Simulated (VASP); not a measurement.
## Rh: single point with PBE

The system is Rh.

```
Rh
1.0
     0.00000    1.91497    1.91497
     1.77134    0.00000    1.91497
     1.77134    1.91497    0.00000
Rh
1
Direct
  0.00000 0.00000 0.00000
```

This cell differs from its parent crystal: strain -0.0750 x Voigt [1, 0, 0, 0, 0, 0].

- Program: VASP 6.6.1
- Task: single point
- Functional: PBE
- Potentials or basis: VASP PAW PBE potentials, release 64 (Rh_pv)
- Cutoff: 520 eV
- k mesh: 26 × 26 × 26
- Occupations: gaussian, width 0.15 eV
- Spin: no spin polarisation

```
Pressure               : 25.5 GPa
Band gap on the k mesh : zero (an odd number of electrons rules out a gap without spin polarisation)
```

Stress tensor (GPa, compression positive):
```
38.92  0.00  0.00
 0.00 18.84  0.00
 0.00  0.00 18.84
```

Levels at points of the mesh, in eV from the Fermi level:
| k point | band 3 | band 4 | band 5 | band 6 | band 7 | band 8 | band 9 | band 10 | band 11 | band 12 |
| --- | --- | --- | --- | --- | --- | --- | --- | --- | --- | --- |
| (0.00, 0.00, 0.00) | -46.42 | -8.37 | -3.58 | -3.58 | -2.74 | -1.62 | -0.59 | 16.07 | 20.40 | 20.87 |
| (0.50, 0.00, 0.00) | -46.51 | -6.59 | -3.90 | -2.92 | 0.40 | 0.71 | 0.90 | 9.31 | 15.39 | 20.41 |
| (0.50, 0.50, 0.00) | -46.69 | -6.84 | -6.38 | 0.57 | 0.70 | 1.43 | 2.80 | 12.30 | 13.69 | 14.75 |
| (0.00, 0.50, 0.50) | -46.87 | -6.87 | -6.53 | 0.60 | 1.15 | 1.15 | 4.59 | 12.73 | 12.73 | 14.58 |

Wall time 2.7 min on 1 thread of Intel(R) Xeon(R) Platinum 8488C (Sapphire Rapids), on a shared host, peak memory 0.31 GiB.

Caveat: the cell differs from its parent crystal (strain -0.0750 x Voigt [1, 0, 0, 0, 0, 0]); the stress differs along the axes, from 19 to 39 GPa.
